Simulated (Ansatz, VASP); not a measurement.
# NbSi: VASP beside Ansatz

File INCAR:

```
SYSTEM = NbSi
PREC = Accurate ; ENCUT = 520
EDIFF = 1E-8 ; ISMEAR = -1
SIGMA = 0.05 ; LREAL = .False.
LASPH = .True. ; NELM = 80
ALGO = Normal ; ISIF = 2
LWAVE = .False. ; LCHARG = .False.
GGA = PE ; LEFG = .True.
NBANDS = 16
```

File KPOINTS:

```
Automatic mesh
0
Gamma
  14 14 14
  0 0 0
```

Contents of POSCAR:

```
NbSi
1.0
    0.0000000000      2.5215598543      2.5215598543
    2.5215598543      0.0000000000      2.5215598543
    2.5215598543      2.5215598543      0.0000000000
Nb Si
1 1
Direct
    0.0000000000      0.0000000000      0.0000000000
    0.5000000000      0.5000000000      0.5000000000
```

Input for Ansatz:

```yaml
crystal:
  lattice:
    - [0.0, 2.5215598543, 2.5215598543]
    - [2.5215598543, 0.0, 2.5215598543]
    - [2.5215598543, 2.5215598543, 0.0]
  atoms:
    - { symbol: Nb, position: [0.0, 0.0, 0.0] }
    - { symbol: Si, position: [0.5, 0.5, 0.5] }
kpoints:
  mp_grid: { grid: [14, 14, 14] }
scf:
  occupations: { method: fermi_dirac, width: 0.05 }
hamiltonian:
  xc: pbe
  pseudopotentials: { kind: paw }
output:
  forces: true
  stress: true
  eigenvalues: true
  efg: { contact_densities: true }
  write_density: true
  write_potential: true
  elf: true
  volumetric_format: npy
```

Change from the starting cell: volume scaled by 0.9405, PAW files.

Alike in both runs: task electric field gradients; functional PBE; k mesh 14 × 14 × 14; occupations fermi-dirac, width 0.05 eV; no spin polarisation.

```csv
,VASP,Ansatz
version,VASP 6.6.1,Ansatz 0.2.0
potentials or method,"VASP PAW PBE potentials, release 64 (Nb_sv, Si)","PAW with Ansatz's default frozen-core files, scalar-relativistic"
plane-wave cutoff (eV),520,420
valence electrons in the cell,17,17
```

```csv
,VASP,Ansatz,Ansatz less VASP
pressure (GPa),10.2,10.4,+0.21
```
